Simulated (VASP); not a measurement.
# Sn (I4_1/amd) in VASP: further runs

Runs on Sn. Level: PBE. Tasks: single point.

Program: VASP 6.6.1. These are calculated values, not measurements. Logs are shortened: lines on timing, memory, paths and dates and some standing lists are left out, and cuts for length are marked.

## Step 1: The cell of the first run

The structure is tetragonal, space group I4_1/amd (No. 141). Conventional cell: a = 4.728 Å, b = 4.728 Å, c = 6.296 Å, α = 90.00°, β = 90.00°, γ = 90.00°. Sn (site symmetry -4m2) has 4 Sn at 2.84 Å within 3.7 Å.

## Step 2: Single point, PBE (strain +0.030 along x and y, -0.030 along z)

INCAR

```
SYSTEM = Sn
ALGO = Fast ; EDIFF = 1E-6
ENCUT = 520 ; GGA = PE
ISIF = 2 ; ISMEAR = 0
LASPH = .True. ; LCHARG = .False.
LREAL = .False. ; LWAVE = .False.
NBANDS = 21 ; NELM = 100
PREC = Accurate ; SIGMA = 0.15
```

KPOINTS

```
k-points
0
Gamma
  12 12 12
  0 0 0
```

POSCAR

```
Sn
1.0
    0.0000000000      3.3429680000      3.1482320000
    3.3429680000      0.0000000000      3.1482320000
    3.3429680000      3.3429680000      0.0000000000
Sn
2
Direct
    0.5000000000      0.5000000000      0.5000000000
    0.7500000000      0.7500000000      0.7500000000
```

Potentials or basis: VASP PAW PBE potentials, release 64 (Sn_d).

Run with:

```bash
> cat potpaw_PBE.64/Sn_d/POTCAR > POTCAR
> mpirun -np 1 vasp_std > vasp.out
```

OUTCAR:

```text
SYSTEM = Sn
   EDIFF = 1E-6
   ENCUT = 520
   GGA = PE
   ISIF = 2
   ISMEAR = 0
   LASPH = .True.
   LREAL = .False.
   NELM = 100
   PREC = Accurate

 ion  position               nearest neighbor table
   1  0.500  0.500  0.500-   2 2.84   2 2.84   2 2.84   2 2.84
   2  0.750  0.750  0.750-   1 2.84   1 2.84   1 2.84   1 2.84

  LATTYP: Found a body centered tetragonal cell.
 ALAT       =     4.7276706842
 C/A-ratio  =     1.3318321898

  Lattice vectors:

 A1 = (   0.0000000000,  -3.3429680000,  -3.1482320000)
 A2 = (   0.0000000000,   3.3429680000,  -3.1482320000)
 A3 = (   3.3429680000,   0.0000000000,   3.1482320000)

Analysis of symmetry for initial positions (statically):
=====================================================================
 Subroutine PRICEL returns:
 Original cell was already a primitive cell.

 Routine SETGRP: Setting up the symmetry group for a
 body centered tetragonal supercell.

 Subroutine GETGRP returns: Found 16 space group operations
 (whereof  8 operations were pure point group operations)
 out of a pool of 16 trial point group operations.

The static configuration has the point symmetry D_2d.
 The point group associated with its full space group is D_4h.

Analysis of symmetry for dynamics (positions and initial velocities):
=====================================================================
 Subroutine PRICEL returns:
 Original cell was already a primitive cell.

 Routine SETGRP: Setting up the symmetry group for a
 body centered tetragonal supercell.

 Subroutine GETGRP returns: Found 16 space group operations
 (whereof  8 operations were pure point group operations)
 out of a pool of 16 trial point group operations.

The dynamic configuration has the point symmetry D_2d.
 The point group associated with its full space group is D_4h.

 Subroutine INISYM returns: Found 16 space group operations
 (whereof  8 operations are pure point group operations),
 and found     1 'primitive' translations

----------------------------------------------------------------------------------------

                                     Primitive cell

  volume of cell :      70.3657

  direct lattice vectors                    reciprocal lattice vectors
     0.000000000  3.342968000  3.148232000    -0.149567690  0.149567690  0.158819299
     3.342968000  0.000000000  3.148232000     0.149567690 -0.149567690  0.158819299
     3.342968000  3.342968000  0.000000000     0.149567690  0.149567690 -0.158819299

  length of vectors
     4.592036561  4.592036561  4.727670684     0.264508142  0.264508142  0.264508142

  position of ions in fractional coordinates (direct lattice)
     0.500000000  0.500000000  0.500000000
     0.750000000  0.750000000  0.750000000

  ion indices of the primitive-cell ions
   primitive index   ion index
                 1           1
                 2           2

----------------------------------------------------------------------------------------

 KPOINTS: k-points

Automatic generation of k-mesh.
 Grid dimensions read from file:
 generate k-points for:   12   12   12

 Generating k-lattice:

  Cartesian coordinates                     Fractional coordinates (reciprocal lattice)
    -0.012463974  0.012463974  0.013234942     0.083333333 -0.000000000  0.000000000
     0.012463974 -0.012463974  0.013234942    -0.000000000  0.083333333  0.000000000
     0.012463974  0.012463974 -0.013234942     0.000000000  0.000000000  0.083333333

  Length of vectors
     0.022042345  0.022042345  0.022042345

  Shift w.r.t. Gamma in fractional coordinates (k-lattice)
     0.000000000  0.000000000  0.000000000

 Subroutine IBZKPT returns following result:
 ===========================================

 Found    163 irreducible k-points:

 Following reciprocal coordinates:
            Coordinates               Weight
  0.000000  0.000000  0.000000      1.000000
  0.083333  0.000000  0.000000      8.000000
  0.166667 -0.000000  0.000000      8.000000
  0.250000 -0.000000  0.000000      8.000000
  0.333333  0.000000  0.000000      8.000000
  0.416667 -0.000000  0.000000      8.000000
[... 16 lines left out ...]
  0.500000  0.166667  0.000000      8.000000
 -0.416667  0.166667  0.000000      8.000000
 [... further k-points ...]
   k-points           NKPTS =    163   k-points in BZ     NKDIM =    163   number of bands    NBANDS=     21
   number of dos      NEDOS =    301   number of ions     NIONS =      2
   total plane-waves  NPLWV =  46656
   dimension x,y,z NGX =    36 NGY =   36 NGZ =   36
   dimension x,y,z NGXF=    72 NGYF=   72 NGZF=   72
   ions per type =               2
   NGX,Y,Z   is equivalent  to a cutoff of  13.03, 13.03, 12.66 a.u.
   NGXF,Y,Z  is equivalent  to a cutoff of  26.07, 26.07, 25.32 a.u.
 SYSTEM =  Sn
   PREC   = accura    normal or accurate (medium, high low for compatibility)
   ISTART =      0    job   : 0-new  1-cont  2-samecut
   ICHARG =      2    charge: 1-file 2-atom 10-const
   ISPIN  =      1    spin polarized calculation?
   LNONCOLLINEAR =      F non collinear calculations
   LSORBIT =      F    spin-orbit coupling
   LASPH  =      T    aspherical Exc in radial PAW
   ENCUT  =  520.0 eV  38.22 Ry    6.18 a.u.   8.54  8.54  8.79*2*pi/ulx,y,z
   NELM   =    100;   NELMIN=  2; NELMDL= -5     # of ELM steps
   EDIFF  = 0.1E-05   stopping-criterion for ELM
   LREAL  =      F    real-space projection
   EDIFFG = 0.1E-04   stopping-criterion for IOM
   NSW    =      0    number of steps for IOM
   IBRION =     -1    ionic relax: 0-MD 1-quasi-New 2-CG
   NFREE  =      0    steps in history (QN), initial steepest desc. (CG)
   ISIF   =      2    stress and relaxation
   ISYM   =      2    0-nonsym 1-usesym 2-fastsym
   POTIM  = 0.5000    time-step for ionic-motion
   TEBEG  =    0.0;   TEEND  =   0.0 temperature during run
   PSTRESS=    0.0 pullay stress
   NELECT =      28.0000    total number of electrons
   NUPDOWN=      -1.0000    fix difference up-down
   EMIN   =  10.00;   EMAX   =-10.00  energy-range for DOS
   EFERMI =   0.00;   METHOD = LEGACY
   ISMEAR =     0;   SIGMA  =   0.15  broadening in eV -4-tet -1-fermi 0-gaus
   EFERMI_NEDOS =   21; number of points for ismear=-14 and -15
   IALGO  =     68    algorithm
   IMIX   =      4    mixing-type and parameters
     AMIX     =   0.40;   BMIX     =  1.00
     AMIX_MAG =   1.60;   BMIX_MAG =  1.00
  volume/ion in A,a.u.               =      35.18       237.43
  Fermi-wavevector in a.u.,A,eV,Ry     =   1.204131  2.275478 19.727520  1.449932
  Thomas-Fermi vector in A             =   2.339865
   LORBIT       =      0    0 simple, 1 ext, 2 COOP (PROOUT), +10 PAW based schemes
   GGA     = PE    functional components
   LHFCALC =     F    Hartree Fock is set to
   AEXX    =    0.0000 exact exchange contribution
   IVDW    =     0    specifies the selected vdW correction
   LEPSILON=     F    determine dielectric tensor
   LRPA    =     F    only Hartree local field effects (RPA)
 non-spin polarized calculation
 RMM-DIIS sequential band-by-band and
 Gauss-broadening in eV      SIGMA  =   0.15
  energy-cutoff  :      520.00
  volume of cell :       70.37
 maximum number of plane-waves:      1923
 NGX is ok and might be reduce to    36
   NGX = 17   NGY = 17   NGZ = 17

 number of electron      27.9999991 magnetization

 Free energy of the ion-electron system (eV)
  ---------------------------------------------------
  ext. energy  EPLUGINS =         0.00000000
  ---------------------------------------------------
  free energy    TOTEN  =        -7.66150897 eV

  energy without entropy =       -7.65949006  energy(sigma->0) =       -7.66049952

 E-fermi :   5.3444     XC(G=0):  -8.7525

 val. band max:        5.3386542930   @ k =  -0.0833   0.0000   0.0833
 cond. band min:       5.3856533469   @ k =   0.0833   0.0000   0.0000
 fundamental gap:      0.0469990539
 Fermi energy:         5.3443538907

 k-point     1 :       0.0000    0.0000    0.0000
  band No.  band energies     occupation
      1     -16.3071      2.00000
      2     -16.2854      2.00000
      3     -16.2854      2.00000
      4     -16.2407      2.00000
      5     -16.2336      2.00000
      6     -15.9658      2.00000
[... 13 lines left out ...]
     20      12.7705      0.00000
     21      13.3291      0.00000

 k-point     2 :       0.0833    0.0000    0.0000
  band No.  band energies     occupation
      1     -16.3093      2.00000
      2     -16.2906      2.00000
      3     -16.2871      2.00000
      4     -16.2331      2.00000
      5     -16.2267      2.00000
      6     -15.9785      2.00000
[... 13 lines left out ...]
     20      12.3209      0.00000
     21      12.7560      0.00000

 k-point     3 :       0.1667   -0.0000    0.0000
  band No.  band energies     occupation
      1     -16.3164      2.00000
      2     -16.2998      2.00000
      3     -16.2865      2.00000
      4     -16.2177      2.00000
      5     -16.2123      2.00000
      6     -15.9945      2.00000
[... 13 lines left out ...]
     20      11.9927      0.00000
     21      12.3857      0.00000

 k-point     4 :       0.2500   -0.0000    0.0000
  band No.  band energies     occupation
      1     -16.3250      2.00000
      2     -16.3072      2.00000
      3     -16.2821      2.00000
      4     -16.2022      2.00000
      5     -16.1979      2.00000
      6     -16.0086      2.00000
[... 13 lines left out ...]
     20      12.0976      0.00000
     21      12.4119      0.00000

 k-point     5 :       0.3333    0.0000    0.0000
  band No.  band energies     occupation
      1     -16.3317      2.00000
      2     -16.3118      2.00000
      3     -16.2765      2.00000
      4     -16.1905      2.00000
      5     -16.1871      2.00000
      6     -16.0186      2.00000
[... 13 lines left out ...]
     20      12.6713      0.00000
     21      12.6873      0.00000

 k-point     6 :       0.4167   -0.0000    0.0000
  band No.  band energies     occupation
      1     -16.3357      2.00000
      2     -16.3139      2.00000
      3     -16.2721      2.00000
      4     -16.1837      2.00000
      5     -16.1809      2.00000
      6     -16.0243      2.00000
[... 13 lines left out ...]
     20      13.3949      0.00000
     21      13.5669      0.00000

 k-point     7 :       0.5000   -0.0000    0.0000
  band No.  band energies     occupation
      1     -16.3370      2.00000
      2     -16.3145      2.00000
      3     -16.2704      2.00000
      4     -16.1816      2.00000
      5     -16.1790      2.00000
      6     -16.0261      2.00000
[... 13 lines left out ...]
     20      13.9041      0.00000
     21      14.1741      0.00000
[... 291 lines left out ...]
      1     -16.3134      2.00000
      2     -16.3026      2.00000
      3     -16.2854      2.00000
      4     -16.2067      2.00000
      5     -16.1830      2.00000
      6     -16.0311      2.00000
[... 13 lines left out ...]
     20      12.7565      0.00000
     21      13.1844      0.00000

 k-point    21 :       0.3333    0.1667    0.0000
  band No.  band energies     occupation
      1     -16.3283      2.00000
      2     -16.3089      2.00000
      3     -16.2678      2.00000
      4     -16.1915      2.00000
      5     -16.1694      2.00000
      6     -16.0446      2.00000
[... 13 lines left out ...]
     20      13.0552      0.00000
     21      13.5688      0.00000

 k-point    22 :       0.4167    0.1667    0.0000
  band No.  band energies     occupation
      1     -16.3410      2.00000
      2     -16.3143      2.00000
      3     -16.2504      2.00000
      4     -16.1770      2.00000
      5     -16.1629      2.00000
      6     -16.0485      2.00000
[... 13 lines left out ...]
     20      13.6625      0.00000
     21      14.2895      0.00000

 k-point    23 :       0.5000    0.1667    0.0000
  band No.  band energies     occupation
      1     -16.3497      2.00000
      2     -16.3186      2.00000
      3     -16.2381      2.00000
      4     -16.1650      2.00000
      5     -16.1647      2.00000
      6     -16.0418      2.00000
[... 13 lines left out ...]
     20      14.0788      0.00000
     21      14.2775      0.00000

 k-point    24 :      -0.4167    0.1667    0.0000
  band No.  band energies     occupation
      1     -16.3535      2.00000
      2     -16.3216      2.00000
      3     -16.2359      2.00000
      4     -16.1718      2.00000
      5     -16.1564      2.00000
      6     -16.0311      2.00000
[... 13 lines left out ...]
     20      13.1720      0.00000
     21      13.5637      0.00000

 [... further k-points ...]

------------------------ aborting loop because EDIFF is reached ----------------------------------------

  FORCE on cell =-STRESS in cart. coord.  units (eV):
  Direction    XX          YY          ZZ          XY          YZ          ZX
  --------------------------------------------------------------------------------------
  -------------------------------------------------------------------------------------
  Total        0.5455237      0.5455237      1.2202335      0.0000000      0.0000000      0.0000000
  in kB       12.4211851     12.4211851     27.7838469      0.0000000      0.0000000      0.0000000
  external PRESSURE =      17.5420724 kB  Pullay stress =       0.0000000 kB

 VOLUME and BASIS-vectors are now :
 -----------------------------------------------------------------------------
  energy-cutoff  :      520.00
  volume of cell :       70.37
      direct lattice vectors                 reciprocal lattice vectors
     0.000000000  3.342968000  3.148232000    -0.149567690  0.149567690  0.158819299
     3.342968000  0.000000000  3.148232000     0.149567690 -0.149567690  0.158819299
     3.342968000  3.342968000  0.000000000     0.149567690  0.149567690 -0.158819299

 POSITION                                       TOTAL-FORCE (eV/Angst)
 -----------------------------------------------------------------------------------
      3.34297      3.34297      3.14823        -0.000000     -0.000000     -0.000000
      5.01445      5.01445      4.72235         0.000000      0.000000      0.000000
 -----------------------------------------------------------------------------------
    total drift:                                0.000000      0.000000      0.000000

  FREE ENERGIE OF THE ION-ELECTRON SYSTEM (eV)
  ---------------------------------------------------
  free  energy   TOTEN  =        -7.6615089728 eV

  energy  without entropy=       -7.6594900630  energy(sigma->0) =       -7.66049952
```

It took 1.9 min on 1 thread of Intel Xeon 6975P-C (Granite Rapids), shared host; peak memory 0.33 GiB.

Results:

```yaml
Free_energy: -7.6615 eV
Pressure: 1.8 GPa
Band_gap_on_the_k_mesh: zero (band 14 reaches 5.39 eV, above the bottom of band 15 at 5.23 eV)
```

Stress tensor (GPa, compression positive):
```
1.24 0.00 0.00
0.00 1.24 0.00
0.00 0.00 2.78
```

Levels at points of the mesh, in eV from the Fermi level:
| k point | band 12 | band 13 | band 14 | band 15 | band 16 | band 17 |
| --- | --- | --- | --- | --- | --- | --- |
| (0.00, 0.00, 0.00) | -0.87 | -0.05 | -0.05 | 0.32 | 2.00 | 2.24 |
| (0.50, 0.00, 0.00) | -6.19 | -1.28 | -0.88 | -0.11 | 3.09 | 3.38 |
| (0.50, 0.50, 0.00) | -7.29 | -2.58 | -2.58 | 0.61 | 0.61 | 7.57 |
| (0.50, 0.00, 0.50) | -7.48 | -2.26 | -2.26 | 0.97 | 0.97 | 7.36 |

Caveat: the cell differs from its parent crystal (strain +0.030 along x and y, -0.030 along z); spin-orbit coupling is left out, which moves the levels of the heavy elements.

(Part 1 of 2 ends here.)
